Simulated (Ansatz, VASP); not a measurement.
**SnSe: VASP beside Ansatz**

```
Sn Se
1.0
     0.00000    2.41580    2.41580
     2.41580    0.00000    2.41580
     2.41580    2.41580    0.00000
Sn Se
1 1
Direct
  0.00000 0.00000 0.00000
  0.50000 0.50000 0.50000
```

Change from the starting cell: volume scaled by 0.55, crystal datasets.

Alike in both runs: task single point; functional LDA; k mesh 14 × 14 × 14; occupations fermi-dirac, width 0.05 eV; no spin polarisation.

|  | VASP | Ansatz |
| --- | --- | --- |
| version | VASP 6.6.1 | Ansatz 0.2.0 |
| potentials or method | VASP PAW LDA potentials, release 64 (Sn_d, Se), cutoff 500 eV | all-electron PAW with datasets made for the crystal, scalar-relativistic |

Ansatz gave:

```
pressure (GPa) : 128.0
```

Problem. Which values does VASP return?

Solution. Pressure (GPa): 129.4.

LDA's correlation is that of Perdew and Zunger in VASP and of Perdew and Wang (1992) in Ansatz. Both programs put the cell under a high pressure, so it lies far from rest at this level. Ansatz ran all-electron here, and VASP with PAW potentials.

Noted on VASP's run: the cell as given lies far from equilibrium.
